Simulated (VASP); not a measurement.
Wanted: the native input for a VASP 6.6.1 run.

```
Task                   : single point
Functional             : PBE
Potentials or basis    : VASP PAW PBE potentials, release 64 (K_sv, F)
Cutoff                 : 520 eV
k mesh                 : 8 × 8 × 8
Occupations            : gaussian, width 0.05 eV
Spin                   : no spin polarisation
Dipole correction      : no
Further INCAR settings : ALGO = Normal; EDIFF = 1e-07; NBANDS = 15
```

The structure of KF lies in POSCAR:

```
KF
1.0
   -0.1413661341      2.6125195947      2.6125195947
    2.6125195947     -0.1413661341      2.6125195947
    2.6125195947      2.6125195947     -0.1413661341
K F
1 1
Direct
    0.0000000000      0.0000000000      0.0000000000
    0.5000000000      0.5000000000      0.5000000000
```

The input as run:

INCAR

```
  PREC = Accurate
  ENCUT = 520
  EDIFF = 1E-7
  ISMEAR = 0
  SIGMA = 0.05
  LREAL = F
  LASPH = T
  NELM = 80
  ALGO = Normal
  ISIF = 2
  LWAVE = F
  LCHARG = F
  GGA = PE
  NBANDS = 15
```

KPOINTS

```
Automatic mesh
0
Gamma
  8 8 8
```

Potentials or basis: VASP PAW PBE potentials, release 64 (K_sv, F).

Launch:

```bash
$ cat potpaw_PBE.64/K_sv/POTCAR potpaw_PBE.64/F/POTCAR > POTCAR
$ mpirun -np 1 vasp_std > vasp.out
```

It gave:

```json
{
 "Pressure": "0.9 GPa",
 "Band gap on the k mesh": "6.04 eV"
}
```

Wall time 52 s on 1 thread of Intel Xeon 8259CL, on a shared host, peak memory 0.18 GiB.
